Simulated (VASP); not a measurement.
# MgO (Fm-3m) in VASP: further runs, part 2 of 2

VASP 6.6.1. The steps go on from the part before.

### Step 4. Single point, PBE

Contents of INCAR:

```
SYSTEM = MgO
ALGO     = Normal         ! electronic algorithm
EDIFF    = 1E-6           ! SCF threshold, eV
ENCUT    = 600            ! plane-wave cutoff, eV
GGA      = PE             ! functional
GGA_COMPAT= .False.      
ISIF     = 2              ! what is computed and relaxed
ISMEAR   = 0              ! smearing method
LASPH    = .True.         ! aspherical terms in the spheres
LCHARG   = .False.        ! write CHGCAR
LREAL    = .False.        ! projectors in reciprocal space
LWAVE    = .False.        ! write WAVECAR
NBANDS   = 11             ! bands
NELM     = 120            ! most SCF steps
PREC     = Accurate       ! precision mode
SIGMA    = 0.1            ! smearing width, eV
```

Contents of KPOINTS:

```
k-points
0
Gamma
  10 10 10
  0 0 0
```

Contents of POSCAR:

```
MgO
1.0
    0.0000000000      2.1066500000      2.1066500000
    2.1066500000      0.0000000000      2.1066500000
    2.1066500000      2.1066500000      0.0000000000
Mg O
1 1
Direct
    0.0000000000      0.0000000000      0.0000000000
    0.5000000000      0.5000000000      0.5000000000
```

Potentials or basis: VASP PAW PBE potentials, release 64 (Mg, O).

Run with:

```
$ cat potpaw_PBE.64/Mg/POTCAR potpaw_PBE.64/O/POTCAR > POTCAR
$ mpirun -np 1 vasp_std > vasp.out
```

OUTCAR:

```text
SYSTEM = MgO
   EDIFF = 1E-6
   ENCUT = 600
   GGA = PE
   ISIF = 2
   ISMEAR = 0
   LASPH = .True.
   LREAL = .False.
   NELM = 120
   PREC = Accurate

 ion  position               nearest neighbor table
   1  0.000  0.000  0.000-   2 2.11   2 2.11   2 2.11   2 2.11   2 2.11   2 2.11
   2  0.500  0.500  0.500-   1 2.11   1 2.11   1 2.11   1 2.11   1 2.11   1 2.11

  LATTYP: Found a face centered cubic cell.
 ALAT       =     4.2133000000

  Lattice vectors:

 A1 = (   0.0000000000,   2.1066500000,   2.1066500000)
 A2 = (   2.1066500000,   0.0000000000,   2.1066500000)
 A3 = (   2.1066500000,   2.1066500000,   0.0000000000)

Analysis of symmetry for initial positions (statically):
=====================================================================
 Subroutine PRICEL returns:
 Original cell was already a primitive cell.

 Routine SETGRP: Setting up the symmetry group for a
 face centered cubic supercell.

 Subroutine GETGRP returns: Found 48 space group operations
 (whereof 48 operations were pure point group operations)
 out of a pool of 48 trial point group operations.

The static configuration has the point symmetry O_h .

Analysis of symmetry for dynamics (positions and initial velocities):
[... 163 lines left out ...]
 fundamental gap:      4.7191269839
 Fermi energy:         3.5919131396

 k-point     1 :       0.0000    0.0000    0.0000
  band No.  band energies     occupation
      1     -14.0796      2.00000
      2       3.1784      2.00000
      3       3.1784      2.00000
      4       3.1784      2.00000
      5       7.8975      0.00000
      6      18.9757      0.00000
      7      18.9757      0.00000
      8      18.9757      0.00000
      9      22.8888      0.00000
     10      24.6633      0.00000
     11      24.6633      0.00000
[... 309 lines left out ...]
 k-point    24 :       0.4000    0.3000    0.0000
  band No.  band energies     occupation
      1     -12.8444      2.00000
      2      -0.3935      2.00000
      3       1.8770      2.00000
      4       2.0955      2.00000
      5      12.7437      0.00000
      6      13.3568      0.00000
      7      16.7724      0.00000
      8      21.3461      0.00000
      9      21.5522      0.00000
     10      28.0565      0.00000
     11      30.1387      0.00000

 [... further k-points ...]
[... 5 lines left out ...]
  --------------------------------------------------------------------------------------
  -------------------------------------------------------------------------------------
  Total        0.4138880      0.4138880      0.4138880     -0.0000000      0.0000000     -0.0000000
  in kB       35.4638820     35.4638820     35.4638820     -0.0000000      0.0000000     -0.0000000
  external PRESSURE =      35.4638820 kB  Pullay stress =       0.0000000 kB

 VOLUME and BASIS-vectors are now :
 -----------------------------------------------------------------------------
  energy-cutoff  :      600.00
  volume of cell :       18.70
      direct lattice vectors                 reciprocal lattice vectors
     0.000000000  2.106650000  2.106650000    -0.237343650  0.237343650  0.237343650
     2.106650000  0.000000000  2.106650000     0.237343650 -0.237343650  0.237343650
     2.106650000  2.106650000  0.000000000     0.237343650  0.237343650 -0.237343650

 POSITION                                       TOTAL-FORCE (eV/Angst)
 -----------------------------------------------------------------------------------
      0.00000      0.00000      0.00000         0.000000      0.000000      0.000000
      2.10665      2.10665      2.10665        -0.000000     -0.000000     -0.000000
 -----------------------------------------------------------------------------------
    total drift:                               -0.000000     -0.000000      0.000000

  FREE ENERGIE OF THE ION-ELECTRON SYSTEM (eV)
  ---------------------------------------------------
  free  energy   TOTEN  =       -11.9093629975 eV

  energy  without entropy=      -11.9093629975  energy(sigma->0) =      -11.90936300
```

stdout:

```text
POSCAR found type information on POSCAR MgO
 POSCAR found :  2 types and       2 ions
 scaLAPACK will be used
 LDA part: xc-table for (Slater+PW92), standard interpolation
 POSCAR, INCAR and KPOINTS ok, starting setup
 FFT: planning ... GRIDC
 FFT: planning ... GRID_SOFT
 FFT: planning ... GRID
 WAVECAR not read
 entering main loop
```

Run time: 5.2 s. Hardware: 1 thread of Intel Xeon 6975P-C (Granite Rapids), shared host; peak memory 0.14 GiB.

Results:

| Item | Value |
| --- | --- |
| Free energy | -11.9094 eV |
| Pressure | 3.5 GPa |
| Band gap on the k mesh | 4.72 eV, direct |

Levels at points of the mesh, in eV from the valence-band top:
| k point | band 1 | band 2 | band 3 | band 4 | band 5 | band 6 | band 7 | band 8 |
| --- | --- | --- | --- | --- | --- | --- | --- | --- |
| (0.00, 0.00, 0.00) | -17.26 | 0.00 | 0.00 | 0.00 | 4.72 | 15.80 | 15.80 | 15.80 |
| (0.50, 0.00, 0.00) | -15.98 | -4.61 | -0.65 | -0.65 | 7.89 | 12.60 | 16.30 | 16.30 |
| (0.50, 0.50, 0.00) | -15.72 | -4.08 | -1.35 | -1.35 | 9.12 | 9.96 | 13.09 | 18.96 |

### Step 5. Single point, PBE

Contents of INCAR:

```
SYSTEM = MgO
PREC = Accurate ; ENCUT = 600
EDIFF = 1E-6 ; ISMEAR = -1
SIGMA = 0.01 ; LREAL = .FALSE.
LASPH = .TRUE. ; NELM = 120
ALGO = Normal ; ISIF = 2
LWAVE = .FALSE. ; LCHARG = .FALSE.
GGA = PE ; NBANDS = 11
GGA_COMPAT = .FALSE.
```

Contents of KPOINTS:

```
Automatic mesh
0
G
  10 10 10
  0 0 0
```

POSCAR is that of step 4.

Potentials or basis: VASP PAW PBE potentials, release 64 (Mg, O).

Run with:

```
$ cat potpaw_PBE.64/Mg/POTCAR potpaw_PBE.64/O/POTCAR > POTCAR
$ mpirun -np 1 vasp_std > vasp.out
```

OUTCAR:

```text
SYSTEM = MgO
   PREC = Accurate
   ENCUT = 600
   EDIFF = 1E-6
   ISMEAR = -1
   LREAL = .FALSE.
   LASPH = .TRUE.
   NELM = 120
   ISIF = 2
   GGA = PE

 ion  position               nearest neighbor table
   1  0.000  0.000  0.000-   2 2.11   2 2.11   2 2.11   2 2.11   2 2.11   2 2.11
   2  0.500  0.500  0.500-   1 2.11   1 2.11   1 2.11   1 2.11   1 2.11   1 2.11

  LATTYP: Found a face centered cubic cell.
 ALAT       =     4.2133000000

  Lattice vectors:

 A1 = (   0.0000000000,   2.1066500000,   2.1066500000)
 A2 = (   2.1066500000,   0.0000000000,   2.1066500000)
 A3 = (   2.1066500000,   2.1066500000,   0.0000000000)

Analysis of symmetry for initial positions (statically):
=====================================================================
 Subroutine PRICEL returns:
 Original cell was already a primitive cell.

 Routine SETGRP: Setting up the symmetry group for a
 face centered cubic supercell.

 Subroutine GETGRP returns: Found 48 space group operations
 (whereof 48 operations were pure point group operations)
 out of a pool of 48 trial point group operations.

The static configuration has the point symmetry O_h .

[... 171 lines left out ...]
      4       3.1784      2.00000
      5       7.8975      0.00000
      6      18.9757      0.00000
      7      18.9757      0.00000
      8      18.9757      0.00000
      9      22.8888      0.00000
     10      24.6633      0.00000
     11      24.6633      0.00000
[... 309 lines left out ...]
 k-point    24 :       0.4000    0.3000    0.0000
  band No.  band energies     occupation
      1     -12.8444      2.00000
      2      -0.3935      2.00000
      3       1.8770      2.00000
      4       2.0955      2.00000
      5      12.7437      0.00000
      6      13.3568      0.00000
      7      16.7724      0.00000
      8      21.3461      0.00000
      9      21.5522      0.00000
     10      28.0565      0.00000
     11      30.1387      0.00000

 [... further k-points ...]

------------------------ aborting loop because EDIFF is reached ----------------------------------------

  FORCE on cell =-STRESS in cart. coord.  units (eV):
  Direction    XX          YY          ZZ          XY          YZ          ZX
  --------------------------------------------------------------------------------------
  -------------------------------------------------------------------------------------
  Total        0.4138880      0.4138880      0.4138880      0.0000000     -0.0000000     -0.0000000
  in kB       35.4638818     35.4638818     35.4638818      0.0000000     -0.0000000     -0.0000000
  external PRESSURE =      35.4638818 kB  Pullay stress =       0.0000000 kB

 VOLUME and BASIS-vectors are now :
 -----------------------------------------------------------------------------
  energy-cutoff  :      600.00
  volume of cell :       18.70
      direct lattice vectors                 reciprocal lattice vectors
     0.000000000  2.106650000  2.106650000    -0.237343650  0.237343650  0.237343650
     2.106650000  0.000000000  2.106650000     0.237343650 -0.237343650  0.237343650
     2.106650000  2.106650000  0.000000000     0.237343650  0.237343650 -0.237343650

 POSITION                                       TOTAL-FORCE (eV/Angst)
 -----------------------------------------------------------------------------------
      0.00000      0.00000      0.00000         0.000000      0.000000      0.000000
      2.10665      2.10665      2.10665        -0.000000     -0.000000     -0.000000
 -----------------------------------------------------------------------------------
    total drift:                               -0.000000     -0.000000      0.000000

  FREE ENERGIE OF THE ION-ELECTRON SYSTEM (eV)
  ---------------------------------------------------
  free  energy   TOTEN  =       -11.9093629974 eV

  energy  without entropy=      -11.9093629974  energy(sigma->0) =      -11.90936300
```

OSZICAR:

```text
N       E                     dE             d eps       ncg     rms          rms(c)
DAV:   1     0.147375019634E+02    0.14738E+02   -0.49981E+03  1178   0.729E+02
DAV:   2    -0.128284678764E+02   -0.27566E+02   -0.27033E+02  1186   0.140E+02
DAV:   3    -0.134660224949E+02   -0.63755E+00   -0.63688E+00  1232   0.182E+01
DAV:   4    -0.134675463521E+02   -0.15239E-02   -0.15238E-02  1148   0.102E+00
DAV:   5    -0.134675512696E+02   -0.49175E-05   -0.49175E-05  1223   0.569E-02    0.721E+00
DAV:   6    -0.119268841771E+02    0.15407E+01   -0.87673E+00  1085   0.163E+01    0.223E+00
DAV:   7    -0.119151449340E+02    0.11739E-01   -0.56296E-02  1130   0.214E+00    0.135E+00
DAV:   8    -0.119097842409E+02    0.53607E-02   -0.28532E-02  1088   0.191E+00    0.244E-01
DAV:   9    -0.119093822895E+02    0.40195E-03   -0.61288E-04  1163   0.173E-01    0.137E-01
DAV:  10    -0.119093610497E+02    0.21240E-04   -0.55263E-04  1142   0.176E-01    0.935E-03
DAV:  11    -0.119093631185E+02   -0.20687E-05   -0.27117E-06  1193   0.143E-02    0.577E-03
DAV:  12    -0.119093629974E+02    0.12102E-06   -0.67549E-07   640   0.644E-03
   1 F= -.11909363E+02 E0= -.11909363E+02  d E =-.892520E-14
```

It took 5.2 s on 1 thread of Intel Xeon 6975P-C (Granite Rapids), shared host; peak memory 0.14 GiB.

Results:

* Free energy: -11.9094 eV
* Pressure: 3.5 GPa
* Band gap on the k mesh: 4.72 eV, direct

Levels at points of the mesh, in eV from the valence-band top:
| k point | band 2 | band 3 | band 4 | band 5 | band 6 | band 7 |
| --- | --- | --- | --- | --- | --- | --- |
| (0.00, 0.00, 0.00) | 0.00 | 0.00 | 0.00 | 4.72 | 15.80 | 15.80 |
| (0.50, 0.00, 0.00) | -4.61 | -0.65 | -0.65 | 7.89 | 12.60 | 16.30 |
| (0.50, 0.50, 0.00) | -4.08 | -1.35 | -1.35 | 9.12 | 9.96 | 13.09 |

Expect the measured gap to be larger: semilocal functionals such as PBE lack the derivative discontinuity.

### Step 6. Overview

```tsv
smearing	gap on the mesh (eV)	pressure (GPa)
gaussian 0.1 eV	4.72	3.5
tetrahedron	4.72	3.5
fermi-dirac 0.01 eV	4.72	3.5
```

Alike in all rows: task single point; level PBE; potentials or basis VASP PAW PBE potentials, release 64 (Mg, O); no spin polarisation; cell as given; k mesh 10 × 10 × 10; cutoff (eV) 600.

On the cell as given the gap runs from 4.72 eV (PBE) to 4.72 eV (PBE).

Total energies depend on the potentials used, so only differences within one code and one set of settings carry meaning.
